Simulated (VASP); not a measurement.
Here is a VASP 6.6.1 calculation.

INCAR

```
ALGO = Normal ; EDIFF = 1E-6
ENCUT = 600 ; GGA = PE
GGA_COMPAT = F ; ISIF = 2
ISMEAR = 0 ; LASPH = T
LCHARG = T ; LELF = T
LREAL = F ; LVHAR = T
LWAVE = F ; NBANDS = 15
NELM = 120 ; PREC = Accurate
SIGMA = 0.01
```

The input KPOINTS:

```
k-points
0
Gamma
  10 10 10
```

Contents of POSCAR:

```
YN
1.0
    0.0000000000      2.4456322213      2.4897931643
    2.4456322213      0.0000000000      2.4897931643
    2.4456322213      2.4456322213      0.0000000000
Y N
1 1
Direct
    0.0000000000      0.0000000000      0.0000000000
    0.5000000000      0.5000000000      0.5000000000
```

Potentials or basis: VASP PAW PBE potentials, release 64 (Y_sv, N).

Command:

```sh
$ cat potpaw_PBE.64/Y_sv/POTCAR potpaw_PBE.64/N/POTCAR > POTCAR
$ mpirun -np 1 vasp_std > vasp.out
```

Predict the band gap on the k mesh.

0.18 eV (least direct gap 0.59 eV).

Predict the pressure.

-1.5 GPa.

Stress tensor (GPa, compression positive):
```
-0.24  0.00  0.00
 0.00 -0.24  0.00
 0.00  0.00 -4.05
```

A k mesh can miss the band edges.
